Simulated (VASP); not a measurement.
# SrO (lda) (Fm-3m) in VASP: notebook

The runs below take SrO (lda) through single point, with LDA.

All numbers are computed with VASP 6.6.1; they aren't measurements. Logs are shortened: lines on timing, memory, paths and dates and some standing lists are left out, and cuts for length are marked.

## Step 1: The cell of the first run

The structure is cubic, space group Fm-3m (No. 225). Conventional cell: a = 5.160 Å, b = 5.160 Å, c = 5.160 Å, α = 90.00°, β = 90.00°, γ = 90.00°. Within 3.4 Å of Sr (site symmetry m-3m) lie 6 O at 2.58 Å. Within 3.4 Å of O (site symmetry m-3m) lie 6 Sr at 2.58 Å.

## Step 2: Single point, LDA

Input file INCAR:

```
PREC = Accurate
ENCUT = 520
EDIFF = 1E-7
ISMEAR = 0
SIGMA = 0.1
LREAL = False
LASPH = True
NELM = 80
ALGO = Normal
ISIF = 2
LWAVE = False
LCHARG = False
GGA = CA
NBANDS = 15
```

Input file KPOINTS:

```
Automatic mesh
0
Gamma
  6 6 6
```

Input file POSCAR:

```
SrO
1.0
    0.0000000000      2.5800000000      2.5800000000
    2.5800000000      0.0000000000      2.5800000000
    2.5800000000      2.5800000000      0.0000000000
Sr O
1 1
Direct
    0.0000000000      0.0000000000      0.0000000000
    0.5000000000      0.5000000000      0.5000000000
```

Potentials or basis: VASP PAW LDA potentials, release 64 (Sr_sv, O).

On the command line:

```console
cat potpaw_LDA.64/Sr_sv/POTCAR potpaw_LDA.64/O/POTCAR > POTCAR
mpirun -np 1 vasp_std > vasp.out
```

OUTCAR:

```text
PREC = Accurate
   ENCUT = 520
   EDIFF = 1E-7
   ISMEAR = 0
   LREAL = False
   LASPH = True
   NELM = 80
   ISIF = 2
   GGA = CA

 ion  position               nearest neighbor table
   1  0.000  0.000  0.000-   2 2.58   2 2.58   2 2.58   2 2.58   2 2.58   2 2.58
   2  0.500  0.500  0.500-   1 2.58   1 2.58   1 2.58   1 2.58   1 2.58   1 2.58

  LATTYP: Found a face centered cubic cell.
 ALAT       =     5.1600000000

  Lattice vectors:

 A1 = (   0.0000000000,   2.5800000000,   2.5800000000)
 A2 = (   2.5800000000,   0.0000000000,   2.5800000000)
 A3 = (   2.5800000000,   2.5800000000,   0.0000000000)

Analysis of symmetry for initial positions (statically):
=====================================================================
 Subroutine PRICEL returns:
 Original cell was already a primitive cell.

 Routine SETGRP: Setting up the symmetry group for a
 face centered cubic supercell.

 Subroutine GETGRP returns: Found 48 space group operations
 (whereof 48 operations were pure point group operations)
 out of a pool of 48 trial point group operations.

The static configuration has the point symmetry O_h .

Analysis of symmetry for dynamics (positions and initial velocities):
=====================================================================
 Subroutine PRICEL returns:
 Original cell was already a primitive cell.

 Routine SETGRP: Setting up the symmetry group for a
 face centered cubic supercell.

 Subroutine GETGRP returns: Found 48 space group operations
 (whereof 48 operations were pure point group operations)
 out of a pool of 48 trial point group operations.

The dynamic configuration has the point symmetry O_h .

 Subroutine INISYM returns: Found 48 space group operations
 (whereof 48 operations are pure point group operations),
 and found     1 'primitive' translations

----------------------------------------------------------------------------------------

                                     Primitive cell

  volume of cell :      34.3470

  direct lattice vectors                    reciprocal lattice vectors
     0.000000000  2.580000000  2.580000000    -0.193798450  0.193798450  0.193798450
     2.580000000  0.000000000  2.580000000     0.193798450 -0.193798450  0.193798450
     2.580000000  2.580000000  0.000000000     0.193798450  0.193798450 -0.193798450

  length of vectors
     3.648670991  3.648670991  3.648670991     0.335668761  0.335668761  0.335668761

  position of ions in fractional coordinates (direct lattice)
     0.000000000  0.000000000  0.000000000
     0.500000000  0.500000000  0.500000000

  ion indices of the primitive-cell ions
   primitive index   ion index
                 1           1
                 2           2

----------------------------------------------------------------------------------------

 KPOINTS: Automatic mesh

Automatic generation of k-mesh.
 Grid dimensions read from file:
 generate k-points for:    6    6    6

 Generating k-lattice:

  Cartesian coordinates                     Fractional coordinates (reciprocal lattice)
    -0.032299742  0.032299742  0.032299742     0.166666667  0.000000000  0.000000000
     0.032299742 -0.032299742  0.032299742     0.000000000  0.166666667  0.000000000
     0.032299742  0.032299742 -0.032299742     0.000000000  0.000000000  0.166666667

  Length of vectors
     0.055944794  0.055944794  0.055944794

  Shift w.r.t. Gamma in fractional coordinates (k-lattice)
     0.000000000  0.000000000  0.000000000

 Subroutine IBZKPT returns following result:
 ===========================================

 Found     16 irreducible k-points:

 Following reciprocal coordinates:
            Coordinates               Weight
  0.000000  0.000000  0.000000      1.000000
  0.166667  0.000000  0.000000      8.000000
  0.333333  0.000000  0.000000      8.000000
  0.500000  0.000000  0.000000      4.000000
  0.166667  0.166667  0.000000      6.000000
  0.333333  0.166667  0.000000     24.000000
[... 8 lines left out ...]
 -0.333333  0.333333  0.166667     24.000000
 -0.333333  0.500000  0.166667     12.000000
   k-points           NKPTS =     16   k-points in BZ     NKDIM =     16   number of bands    NBANDS=     15
   number of dos      NEDOS =    301   number of ions     NIONS =      2
   total plane-waves  NPLWV =  21952
   dimension x,y,z NGX =    28 NGY =   28 NGZ =   28
   dimension x,y,z NGXF=    56 NGYF=   56 NGZF=   56
   ions per type =               1   1
   NGX,Y,Z   is equivalent  to a cutoff of  12.76, 12.76, 12.76 a.u.
   NGXF,Y,Z  is equivalent  to a cutoff of  25.52, 25.52, 25.52 a.u.
 SYSTEM =  unknown system
   PREC   = accura    normal or accurate (medium, high low for compatibility)
   ISTART =      0    job   : 0-new  1-cont  2-samecut
   ICHARG =      2    charge: 1-file 2-atom 10-const
   ISPIN  =      1    spin polarized calculation?
   LNONCOLLINEAR =      F non collinear calculations
   LSORBIT =      F    spin-orbit coupling
   LASPH  =      T    aspherical Exc in radial PAW
   ENCUT  =  520.0 eV  38.22 Ry    6.18 a.u.   6.78  6.78  6.78*2*pi/ulx,y,z
   NELM   =     80;   NELMIN=  2; NELMDL= -5     # of ELM steps
   EDIFF  = 0.1E-06   stopping-criterion for ELM
   LREAL  =      F    real-space projection
   EDIFFG = 0.1E-05   stopping-criterion for IOM
   NSW    =      0    number of steps for IOM
   IBRION =     -1    ionic relax: 0-MD 1-quasi-New 2-CG
   NFREE  =      0    steps in history (QN), initial steepest desc. (CG)
   ISIF   =      2    stress and relaxation
   ISYM   =      2    0-nonsym 1-usesym 2-fastsym
   POTIM  = 0.5000    time-step for ionic-motion
   TEBEG  =    0.0;   TEEND  =   0.0 temperature during run
   PSTRESS=    0.0 pullay stress
   NELECT =      16.0000    total number of electrons
   NUPDOWN=      -1.0000    fix difference up-down
   EMIN   =  10.00;   EMAX   =-10.00  energy-range for DOS
   EFERMI =   0.00;   METHOD = LEGACY
   ISMEAR =     0;   SIGMA  =   0.10  broadening in eV -4-tet -1-fermi 0-gaus
   EFERMI_NEDOS =   21; number of points for ismear=-14 and -15
   IALGO  =     38    algorithm
   IMIX   =      4    mixing-type and parameters
     AMIX     =   0.40;   BMIX     =  1.00
     AMIX_MAG =   1.60;   BMIX_MAG =  1.00
  volume/ion in A,a.u.               =      17.17       115.89
  Fermi-wavevector in a.u.,A,eV,Ry     =   1.269069  2.398192 21.912663  1.610535
  Thomas-Fermi vector in A             =   2.402130
   LORBIT       =      0    0 simple, 1 ext, 2 COOP (PROOUT), +10 PAW based schemes
   GGA     = CA    functional components
   LHFCALC =     F    Hartree Fock is set to
   AEXX    =    0.0000 exact exchange contribution
   IVDW    =     0    specifies the selected vdW correction
   LEPSILON=     F    determine dielectric tensor
   LRPA    =     F    only Hartree local field effects (RPA)
 non-spin polarized calculation
 Gauss-broadening in eV      SIGMA  =   0.10
  energy-cutoff  :      520.00
  volume of cell :       34.35
 maximum number of plane-waves:       941
   NGX = 13   NGY = 13   NGZ = 13

 number of electron      15.9999998 magnetization

 Free energy of the ion-electron system (eV)
  ---------------------------------------------------
  ext. energy  EPLUGINS =         0.00000000
  ---------------------------------------------------
  free energy    TOTEN  =       -13.36481617 eV

  energy without entropy =      -13.36481617  energy(sigma->0) =      -13.36481617

 E-fermi :   1.7115     XC(G=0): -10.4782

 val. band max:        1.2928426806   @ k =   0.0000   0.0000   0.0000
 cond. band min:       4.3996287031   @ k =   0.5000   0.5000   0.0000
 fundamental gap:      3.1067860225
 Fermi energy:         1.7114995410

 k-point     1 :       0.0000    0.0000    0.0000
  band No.  band energies     occupation
      1     -30.8275      2.00000
      2     -13.4538      2.00000
      3     -12.5650      2.00000
      4     -12.5650      2.00000
      5     -12.5650      2.00000
      6       1.2928      2.00000
      7       1.2928      2.00000
      8       1.2928      2.00000
      9       5.0197      0.00000
     10       7.3744      0.00000
     11       7.3744      0.00000
     12       7.3744      0.00000
     13       9.5743      0.00000
     14       9.5743      0.00000
     15      13.6867      0.00000

 k-point     2 :       0.1667    0.0000    0.0000
  band No.  band energies     occupation
      1     -30.7934      2.00000
      2     -14.0763      2.00000
      3     -12.5863      2.00000
      4     -12.5863      2.00000
      5     -12.0236      2.00000
      6       0.5441      2.00000
      7       0.9631      2.00000
      8       0.9631      2.00000
      9       6.1827      0.00000
     10       7.1606      0.00000
     11       7.9112      0.00000
     12       7.9112      0.00000
     13      10.2698      0.00000
     14      10.2698      0.00000
     15      15.3663      0.00000

 k-point     3 :       0.3333    0.0000    0.0000
  band No.  band energies     occupation
      1     -30.7241      2.00000
      2     -14.7915      2.00000
      3     -12.6281      2.00000
      4     -12.6281      2.00000
      5     -11.4716      2.00000
      6      -0.5035      2.00000
      7       0.3998      2.00000
      8       0.3998      2.00000
      9       7.3343      0.00000
     10       8.3124      0.00000
     11       9.2147      0.00000
     12       9.2147      0.00000
     13      11.8339      0.00000
     14      11.8339      0.00000
     15      16.9274      0.00000
[... 199 lines left out ...]
 k-point    15 :      -0.3333    0.3333    0.1667
  band No.  band energies     occupation
      1     -30.6575      2.00000
      2     -14.5217      2.00000
      3     -13.1066      2.00000
      4     -12.9529      2.00000
      5     -11.7905      2.00000
      6      -0.0603      2.00000
      7       0.6096      2.00000
      8       0.6705      2.00000
      9       7.3484      0.00000
     10       7.4677      0.00000
     11      10.1745      0.00000
     12      11.3066      0.00000
     13      12.6695      0.00000
     14      13.9166      0.00000
     15      14.7923      0.00000

 k-point    16 :      -0.3333    0.5000    0.1667
  band No.  band energies     occupation
      1     -30.6474      2.00000
      2     -14.0723      2.00000
      3     -13.3961      2.00000
      4     -13.0950      2.00000
      5     -12.0942      2.00000
      6       0.3978      2.00000
      7       0.8182      2.00000
      8       0.9422      2.00000
      9       5.7881      0.00000
     10       8.7115      0.00000
     11       9.6514      0.00000
     12      12.2213      0.00000
     13      12.3643      0.00000
     14      13.8952      0.00000
     15      14.5764      0.00000

------------------------ aborting loop because EDIFF is reached ----------------------------------------

  FORCE on cell =-STRESS in cart. coord.  units (eV):
  Direction    XX          YY          ZZ          XY          YZ          ZX
  --------------------------------------------------------------------------------------
  -------------------------------------------------------------------------------------
  Total       -0.9674506     -0.9674506     -0.9674506     -0.0000000      0.0000000      0.0000000
  in kB      -45.1284353    -45.1284353    -45.1284353     -0.0000000      0.0000000      0.0000000
  external PRESSURE =     -45.1284353 kB  Pullay stress =       0.0000000 kB

 VOLUME and BASIS-vectors are now :
 -----------------------------------------------------------------------------
  energy-cutoff  :      520.00
  volume of cell :       34.35
      direct lattice vectors                 reciprocal lattice vectors
     0.000000000  2.580000000  2.580000000    -0.193798450  0.193798450  0.193798450
     2.580000000  0.000000000  2.580000000     0.193798450 -0.193798450  0.193798450
     2.580000000  2.580000000  0.000000000     0.193798450  0.193798450 -0.193798450

 POSITION                                       TOTAL-FORCE (eV/Angst)
 -----------------------------------------------------------------------------------
      0.00000      0.00000      0.00000         0.000000      0.000000     -0.000000
      2.58000      2.58000      2.58000        -0.000000     -0.000000      0.000000
 -----------------------------------------------------------------------------------
    total drift:                                0.000000      0.000000      0.000000

  FREE ENERGIE OF THE ION-ELECTRON SYSTEM (eV)
  ---------------------------------------------------
  free  energy   TOTEN  =       -13.3648161662 eV

  energy  without entropy=      -13.3648161662  energy(sigma->0) =      -13.36481617
```

It took 3.8 s on 1 thread of AMD EPYC 9R45 (Zen 5), shared host; peak memory 0.11 GiB.

Results:

```yaml
Free_energy: -13.3648 eV
Pressure: -4.5 GPa
Band_gap_on_the_k_mesh: 3.11 eV, indirect (least direct gap 3.20 eV)
```

Levels at points of the mesh, in eV from the valence-band top:
```
           k point  band 6  band 7  band 8  band 9  band 10  band 11
(0.00, 0.00, 0.00)    0.00    0.00    0.00    3.73     6.08     6.08
(0.50, 0.00, 0.00)   -2.22   -1.14   -1.14    6.40     8.19     8.74
(0.50, 0.50, 0.00)   -0.45   -0.09   -0.09    3.11     7.67    10.08
```

## Step 3: Single point, LDA

This run uses another cell than the first one, of 16.24 Å³/atom, 0.946 times its volume.

Input file INCAR:

```
PREC = Accurate ; ENCUT = 520
EDIFF = 1E-7 ; ISMEAR = 0
SIGMA = 0.02 ; LREAL = F
LASPH = T ; NELM = 60
ALGO = Normal ; ISIF = 2
LWAVE = F ; LCHARG = F
NBANDS = 15
```

Input file KPOINTS:

```
regular mesh
0
Gamma
  6 6 6
```

Input file POSCAR:

```
SrO
1.0
    0.0000000000      2.5323441170      2.5323441170
    2.5323441170      0.0000000000      2.5323441170
    2.5323441170      2.5323441170      0.0000000000
Sr O
1 1
Direct
    0.0000000000      0.0000000000      0.0000000000
    0.5000000000      0.5000000000      0.5000000000
```

Potentials or basis: VASP PAW LDA potentials, release 64 (Sr_sv, O).

On the command line:

```console
cat potpaw_LDA.64/Sr_sv/POTCAR potpaw_LDA.64/O/POTCAR > POTCAR
mpirun -np 1 vasp_std > vasp.out
```

OUTCAR:

```text
PREC = Accurate
   ENCUT = 520
   EDIFF = 1E-7
   ISMEAR = 0
   LREAL = F
   LASPH = T
   NELM = 60
   ISIF = 2

 ion  position               nearest neighbor table
   1  0.000  0.000  0.000-   2 2.53   2 2.53   2 2.53   2 2.53   2 2.53   2 2.53
   2  0.500  0.500  0.500-   1 2.53   1 2.53   1 2.53   1 2.53   1 2.53   1 2.53

  LATTYP: Found a face centered cubic cell.
 ALAT       =     5.0646882340

  Lattice vectors:

 A1 = (   0.0000000000,   2.5323441170,   2.5323441170)
 A2 = (   2.5323441170,   0.0000000000,   2.5323441170)
 A3 = (   2.5323441170,   2.5323441170,   0.0000000000)

Analysis of symmetry for initial positions (statically):
=====================================================================
 Subroutine PRICEL returns:
 Original cell was already a primitive cell.

 Routine SETGRP: Setting up the symmetry group for a
 face centered cubic supercell.

 Subroutine GETGRP returns: Found 48 space group operations
 (whereof 48 operations were pure point group operations)
 out of a pool of 48 trial point group operations.

The static configuration has the point symmetry O_h .

[... 165 lines left out ...]
      5     -12.0393      2.00000
      6       1.5710      2.00000
      7       1.5710      2.00000
      8       1.5710      2.00000
      9       5.7009      0.00000
     10       7.7677      0.00000
     11       7.7677      0.00000
     12       7.7677      0.00000
     13      10.0987      0.00000
     14      10.0987      0.00000
[... 257 lines left out ...]
      2     -13.8924      2.00000
      3     -13.0306      2.00000
      4     -12.6725      2.00000
      5     -11.6037      2.00000
      6       0.6218      2.00000
      7       1.1794      2.00000
      8       1.2645      2.00000
      9       6.1177      0.00000
     10       9.2481      0.00000
     11      10.3656      0.00000
     12      12.9668      0.00000
     13      13.1028      0.00000
     14      14.8788      0.00000
     15      15.4834      0.00000

------------------------ aborting loop because EDIFF is reached ----------------------------------------

  FORCE on cell =-STRESS in cart. coord.  units (eV):
  Direction    XX          YY          ZZ          XY          YZ          ZX
  --------------------------------------------------------------------------------------
  -------------------------------------------------------------------------------------
  Total        0.1659960      0.1659960      0.1659960     -0.0000000     -0.0000000      0.0000000
  in kB        8.1886080      8.1886080      8.1886080     -0.0000000     -0.0000000      0.0000000
  external PRESSURE =       8.1886080 kB  Pullay stress =       0.0000000 kB

 VOLUME and BASIS-vectors are now :
 -----------------------------------------------------------------------------
  energy-cutoff  :      520.00
  volume of cell :       32.48
      direct lattice vectors                 reciprocal lattice vectors
     0.000000000  2.532344117  2.532344117    -0.197445520  0.197445520  0.197445520
     2.532344117  0.000000000  2.532344117     0.197445520 -0.197445520  0.197445520
     2.532344117  2.532344117  0.000000000     0.197445520  0.197445520 -0.197445520

 POSITION                                       TOTAL-FORCE (eV/Angst)
 -----------------------------------------------------------------------------------
      0.00000      0.00000      0.00000        -0.000000      0.000000      0.000000
      2.53234      2.53234      2.53234         0.000000     -0.000000     -0.000000
 -----------------------------------------------------------------------------------
    total drift:                                0.000000      0.000000      0.000000

  FREE ENERGIE OF THE ION-ELECTRON SYSTEM (eV)
  ---------------------------------------------------
  free  energy   TOTEN  =       -13.3866366220 eV

  energy  without entropy=      -13.3866366220  energy(sigma->0) =      -13.38663662
```

It took 3.8 s on 1 thread of AMD EPYC 9R45 (Zen 5), shared host; peak memory 0.11 GiB.

Results:

```
Free energy            : -13.3866 eV
Pressure               : 0.8 GPa
Band gap on the k mesh : 3.06 eV, indirect (least direct gap 3.11 eV)
```

Levels at points of the mesh, in eV from the valence-band top:
| k point | band 5 | band 6 | band 7 | band 8 | band 9 | band 10 | band 11 | band 12 |
| --- | --- | --- | --- | --- | --- | --- | --- | --- |
| (0.00, 0.00, 0.00) | -13.61 | 0.00 | 0.00 | 0.00 | 4.13 | 6.20 | 6.20 | 6.20 |
| (0.50, 0.00, 0.00) | -12.29 | -2.33 | -1.25 | -1.25 | 6.64 | 8.63 | 9.06 | 9.06 |
| (0.50, 0.50, 0.00) | -14.05 | -0.34 | -0.05 | -0.05 | 3.06 | 8.11 | 10.49 | 10.58 |

## Step 4: Single point, LDA

This run uses another cell than the first one, of 16.24 Å³/atom, 0.946 times its volume.

Input file INCAR:

```
PREC = Accurate
ENCUT = 520
EDIFF = 1E-6
ISMEAR = 0
SIGMA = 0.01
LREAL = False
LASPH = True
NELM = 60
ALGO = Normal
ISIF = 2
LWAVE = False
LCHARG = False
NBANDS = 15
```

Input file KPOINTS:

```
Automatic mesh
0
Gamma
  6 6 6
```

POSCAR is that of step 3.

On the command line:

```console
cat potpaw_LDA.64/Sr_sv/POTCAR potpaw_LDA.64/O/POTCAR > POTCAR
mpirun -np 1 vasp_std > vasp.out
```

It took 3.7 s on 1 thread of AMD EPYC 9R45 (Zen 5), shared host; peak memory 0.11 GiB.

The run converged. Its results:

- Free energy: -13.3866 eV
- Pressure: 0.8 GPa
- Band gap on the k mesh: 3.06 eV, indirect (least direct gap 3.11 eV)

Levels at points of the mesh, in eV from the valence-band top:
| k point | band 6 | band 7 | band 8 | band 9 | band 10 | band 11 |
| --- | --- | --- | --- | --- | --- | --- |
| (0.00, 0.00, 0.00) | 0.00 | 0.00 | 0.00 | 4.13 | 6.20 | 6.20 |
| (0.50, 0.00, 0.00) | -2.33 | -1.25 | -1.25 | 6.64 | 8.63 | 9.06 |
| (0.50, 0.50, 0.00) | -0.34 | -0.05 | -0.05 | 3.06 | 8.11 | 10.49 |

## Step 5: Summary

| cell | smearing | gap on the mesh (eV) | pressure (GPa) |
| --- | --- | --- | --- |
| a = 3.649 Å, angles 60.0°, 2 atoms | gaussian 0.1 eV | 3.11 | -4.5 |
| a = 3.581 Å, angles 60.0°, 2 atoms | gaussian 0.02 eV | 3.06 | 0.8 |
| a = 3.581 Å, angles 60.0°, 2 atoms | gaussian 0.01 eV | 3.06 | 0.8 |

Alike in all rows: task single point; level LDA; potentials or basis VASP PAW LDA potentials, release 64 (Sr_sv, O); no spin polarisation; k mesh 6 × 6 × 6; cutoff (eV) 520.

Total energies depend on the potentials used, so only differences within one code and one set of settings carry meaning.
